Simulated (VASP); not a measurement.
Co: single point with r2SCAN

Co:

```
Co
1.0
     2.47152    0.00000    0.00000
    -1.23576    2.14040    0.00000
     0.00000    0.00000    4.02711
Co
2
Direct
  0.33333 0.66667 0.25000
  0.66667 0.33333 0.75000
```

- Program: VASP 6.6.1
- Task: single point
- Functional: r2SCAN
- Potentials or basis: VASP PAW PBE potentials, release 64 (Co)
- Cutoff: 520 eV
- k mesh: 12 × 12 × 6
- Occupations: fermi-dirac, width 0.05 eV
- Spin: collinear spin, ferromagnetic start
- Starting moments: [1.891, 1.891] μB

- Pressure: -0.7 GPa
- Net moment: 3.48 μB per cell
- Site moments: Co +1.80 μB
- Valence electrons inside the program's atomic spheres: Co 8.33

Stress tensor (GPa, compression positive):
```
-0.59  0.00  0.00
 0.00 -0.59  0.00
 0.00  0.00 -1.00
```

Levels at points of the mesh, in eV from the Fermi level:
Spin up:
| k point | band 9 | band 10 | band 11 | band 12 | band 13 | band 14 |
| --- | --- | --- | --- | --- | --- | --- |
| (0.00, 0.00, 0.00) | -2.72 | -1.63 | -1.63 | -0.33 | 6.23 | 22.95 |
| (0.50, 0.00, 0.00) | -1.42 | -1.29 | 0.94 | 3.16 | 9.87 | 10.66 |
| (0.00, 0.00, 0.50) | -1.94 | -1.94 | -1.94 | -1.94 | 15.29 | 15.29 |
| (0.50, 0.00, 0.50) | -1.35 | -1.35 | 1.46 | 1.46 | 7.31 | 7.31 |
Spin down:
```tsv
k point	band 5	band 6	band 7	band 8	band 9	band 10
(0.00, 0.00, 0.00)	-0.91	-0.87	-0.52	-0.52	0.02	0.02
(0.50, 0.00, 0.00)	-1.10	-1.02	-0.65	1.42	1.56	1.59
(0.00, 0.00, 0.50)	-0.96	-0.96	-0.96	-0.96	0.93	0.93
(0.50, 0.00, 0.50)	0.02	0.02	0.11	0.11	1.53	1.53
```

Run time: 2.6 min on 1 thread of Intel(R) Xeon(R) Platinum 8559C (Emerald Rapids) (shared host), peak memory 0.17 GiB.

Caveat: the PAW data sets were made with another functional, which shifts forces and pressure a little.
